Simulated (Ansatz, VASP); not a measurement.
## One calculation of BPt, two programs

INCAR

```
SYSTEM = BPt
PREC     = Accurate       ! precision mode
ENCUT    = 600            ! plane-wave cutoff, eV
EDIFF    = 1E-6           ! SCF threshold, eV
ISMEAR   = 0              ! smearing method
SIGMA    = 0.1            ! smearing width, eV
LREAL    = .False.        ! projectors in reciprocal space
LASPH    = .True.         ! aspherical terms in the spheres
NELM     = 60             ! most SCF steps
ALGO     = Normal         ! electronic algorithm
ISIF     = 3              ! what is computed and relaxed
LWAVE    = .False.        ! write WAVECAR
LCHARG   = .False.        ! write CHGCAR
GGA      = PE             ! functional
IBRION   = 2              ! ionic algorithm
NSW      = 90             ! ionic steps
EDIFFG   = -0.04          ! ionic threshold
```

KPOINTS

```
regular mesh
0
Gamma
  6 6 8
  0 0 0
```

File POSCAR:

```
BPt
1.0
    1.7848238200     -3.4494574000      0.0000000000
    1.7848238200      3.4494574000      0.0000000000
    0.0000000000      0.0000000000      2.2439662000
B Pt
1 1
Direct
    0.5000000000      0.5000000000      0.0000000000
    0.0000000000      0.0000000000      0.0000000000
```

Input for Ansatz:

```yaml
crystal:
  lattice:
    - [1.78482382, -3.4494574, 0.0]
    - [1.78482382, 3.4494574, 0.0]
    - [0.0, 0.0, 2.2439662]
  atoms:
    - { symbol: B, position: [0.5, 0.5, 0.0] }
    - { symbol: Pt, position: [0.0, 0.0, 0.0] }
basis:
  ecutwfc: 420
kpoints:
  mp_grid: { grid: [6, 6, 8] }
hamiltonian:
  xc: pbe
scf:
  occupations: { method: gaussian, width: 0.1 }
  lower_state_search: "off"
output:
  forces: true
  stress: true
  eigenvalues: true
relax:
  adjacent_minimum: "off"
  f_tol: 0.04
  max_steps: 70
  cell: { stress_tol: 0.4 }
```

Alike in both runs: task relaxation of cell and atoms; functional PBE; k mesh 6 × 6 × 8; occupations gaussian, width 0.1 eV; no spin polarisation.

|  | VASP | Ansatz |
| --- | --- | --- |
| version | VASP 6.6.1 | Ansatz 0.2.0 |
| potentials or method | VASP PAW PBE potentials, release 64 (B, Pt), cutoff 600 eV | scalar-relativistic, plane waves, PAW |
| valence electrons in the cell | 13 | 21 |

|  | VASP | Ansatz | Ansatz less VASP |
| --- | --- | --- | --- |
| gap on the k mesh at the Fermi level, each at its own relaxed structure (eV) | none | none | - |
| relaxed volume (Å³/atom) | 13.31 | 13.29 | -0.020 |
| relaxed cell length with the largest relative difference (Å) | 2.880 | 2.876 | -0.0043 |

A gap of «none» marks a metal or a gap that the smearing closes. VASP's potentials hold 13 valence electrons a cell and Ansatz's 21, so a difference there can come from the potentials and not from the codes.

Neither program's run includes spin-orbit coupling.
